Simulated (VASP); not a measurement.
Here is a VASP 6.6.1 calculation.

POSCAR

```
TaVN2
1.0
    3.0498670000      0.0000000000      0.0000000000
    0.0000000000      3.0498670000      0.0000000000
    0.0000000000      0.0000000000      4.2960620000
Ta V N
1 1 2
Direct
    0.0000000000      0.0000000000      0.0000000000
    0.5000000000      0.5000000000      0.5000000000
    0.5000000000      0.5000000000      0.0000000000
    0.0000000000      0.0000000000      0.5000000000
```

The input INCAR.step1:

```
SYSTEM = TaVN2
PREC = Accurate ; ENCUT = 520
ISMEAR = -1 ; SIGMA = 0.05
LREAL = .False. ; LASPH = .True.
NELM = 150 ; ISPIN = 2
MAGMOM = 0 2 0 0 ; LMAXMIX = 4
NBANDS = 29 ; GGA = PE
ALGO = Normal ; EDIFF = 1E-4
LWAVE = .True. ; LCHARG = .False.
```

File INCAR.step2:

```
SYSTEM = TaVN2
PREC = Accurate ; ENCUT = 520
EDIFF = 1E-6 ; ISMEAR = -1
SIGMA = 0.05 ; LREAL = .False.
LASPH = .True. ; NELM = 150
ALGO = Normal ; ISIF = 2
LWAVE = .False. ; LCHARG = .False.
ISPIN = 2 ; MAGMOM = 0 2 0 0
LORBIT = 11 ; LMAXMIX = 4
METAGGA = R2SCAN ; LMIXTAU = .True.
NBANDS = 29 ; ISTART = 1
```

The input KPOINTS:

```
Automatic mesh
0
Gamma
  9 9 6
  0 0 0
```

Potentials or basis: VASP PAW PBE potentials, release 64 (Ta_pv, V_sv, N).

The run is started by

```bash
$ cat potpaw_PBE.64/Ta_pv/POTCAR potpaw_PBE.64/V_sv/POTCAR potpaw_PBE.64/N/POTCAR > POTCAR
$ cp INCAR.step1 INCAR
$ mpirun -np 1 vasp_std > vasp.out
$ cp INCAR.step2 INCAR
$ mpirun -np 1 vasp_std > vasp.out
```

(1) Estimate the net moment.

(2) What does it give for the site moments?

Results:

(1) 1.95 μB per cell.

(2) Ta -0.12; V +1.88; N +0.03, +0.04 μB.
